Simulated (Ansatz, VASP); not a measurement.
# One calculation of HBr, two programs

```xyz
2
Lattice="11.7016 0.0000 0.0000 0.0000 12.2016 0.0000 0.0000 0.0000 12.7016" Properties=species:S:1:pos:R:3 pbc="T T T"
Br    6.2396    6.3531    5.7375
H     5.5822    6.0165    6.9641
```

Alike in both runs: functional PBE; dispersion D3(BJ); k mesh 1 × 1 × 1; occupations gaussian, width 0.005 eV; no spin polarisation.

Ansatz relaxed the structure, and its values are those at the end. VASP's run is a single point on that final structure, the one shown.

|  | VASP | Ansatz |
| --- | --- | --- |
| version | VASP 6.6.1 | Ansatz 0.2.0 |
| potentials or method | VASP PAW PBE potentials, release 64 (Br, H) | scalar-relativistic, plane waves, PAW |
| plane-wave cutoff (eV) | 400 | 420 |
| valence electrons in the cell | 8 | 8 |

|  | VASP | Ansatz | Ansatz less VASP |
| --- | --- | --- | --- |
| rms of the force components (eV/Å) | 0.010 | 0.010 | -0.0008 |
